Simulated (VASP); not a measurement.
A run of VASP 6.6.1 is set up as follows.

INCAR

```
SYSTEM = Pt
PREC = Accurate ; ENCUT = 520
EDIFF = 1E-6 ; ISMEAR = 0
SIGMA = 0.15 ; LREAL = .False.
LASPH = .True. ; NELM = 100
ALGO = Fast ; ISIF = 2
LWAVE = .False. ; LCHARG = .False.
GGA = CA ; NBANDS = 11
```

Contents of KPOINTS:

```
regular mesh
0
Gamma
  22 22 22
  0 0 0
```

The input POSCAR:

```
Pt
1.0
   -1.1379647215      1.5790222776      1.5790222776
    1.5790222776     -1.1379647215      1.5790222776
    1.5790222776      1.5790222776     -1.1379647215
Pt
1
Direct
    0.0000000000      0.0000000000      0.0000000000
```

Potentials or basis: VASP PAW LDA potentials, release 64 (Pt).

Run with:

```sh
$ cat potpaw_LDA.64/Pt/POTCAR > POTCAR
$ mpirun -np 1 vasp_std > vasp.out
```

(1) Predict the band gap on the k mesh.

(2) Predict the pressure.

Results:

(1) zero (bands 5 and 6 overlap by 3.39 eV).

(2) 31.6 GPa.

Caveat: the cell stands under pressure; spin-orbit coupling is left out, which moves the levels of the heavy elements.
